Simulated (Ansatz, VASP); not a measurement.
# AgB2 in VASP and in Ansatz

```
CELL_PARAMETERS angstrom
2.93876 0.00000 0.00000
-1.46938 2.54504 0.00000
0.00000 0.00000 3.17386
ATOMIC_POSITIONS crystal
Ag 0.00000 0.00000 0.00000
B 0.33333 0.66667 0.50000
B 0.66667 0.33333 0.50000
```

Change from the starting cell: volume scaled by 0.94.

Alike in both runs: task single point; functional PBEsol; k mesh 16 × 16 × 13; occupations fermi-dirac, width 0.05 eV; no spin polarisation.

|  | VASP | Ansatz |
| --- | --- | --- |
| version | VASP 6.6.1 | Ansatz 0.2.0 |
| potentials or method | VASP PAW PBE potentials, release 64 (Ag, B), cutoff 520 eV | all-electron LAPW, scalar-relativistic |

Ansatz gave:

| Item | Value |
| --- | --- |
| pressure (GPa) | 72.2 |
| traceless stress, the component that is largest in VASP (GPa) | 21.10 |

Problem. Which values does VASP return?

Solution. Pressure (GPa): 72.4; traceless stress, the component that is largest in VASP (GPa): 20.90.

VASP's potentials were made for PBE, not for PBEsol. Both programs put the cell under a high pressure, so it lies far from rest at this level. Ansatz ran all-electron here, and VASP with PAW potentials.

Noted on VASP's run: the cell as given lies far from equilibrium.
